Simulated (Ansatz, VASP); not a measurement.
# One calculation of Au, two programs

```
Au
1.0
     2.79183    0.00000    0.00000
     0.00000    4.98367    0.00000
     0.00000    0.00000    4.75267
Au
4
Direct
  0.00000 0.33698 0.75000
  0.50000 0.16302 0.25000
  0.50000 0.83698 0.75000
  0.00000 0.66302 0.25000
```

Change from the starting cell: equal strain along all axes, cell held, atoms relaxed: -1.0 %.

Alike in both runs: functional PBEsol; k mesh 18 × 10 × 12; occupations gaussian, width 0.1 eV; no spin polarisation.

Ansatz relaxed the structure, and its values are those at the end. VASP's run is a single point on that final structure, the one shown.

|  | VASP | Ansatz |
| --- | --- | --- |
| version | VASP 6.6.1 | Ansatz 0.2.0 |
| potentials or method | VASP PAW PBE potentials, release 64 (Au), cutoff 520 eV | scalar-relativistic, plane waves, PAW |
| valence electrons in the cell | 44 | 76 |

VASP gave:

* gap on the k mesh at the Fermi level (eV): none
* pressure (GPa): 5.3

Estimate Ansatz's values.

gap on the k mesh at the Fermi level (eV): none; pressure (GPa): 5.6.

VASP's potentials were made for PBE, not for PBEsol. A gap of «none» marks a metal or a gap that the smearing closes. VASP's potentials hold 44 valence electrons a cell and Ansatz's 76, so a difference there can come from the potentials and not from the codes. Ansatz's warnings: stress scf threshold loose.

Spin-orbit coupling is off throughout.
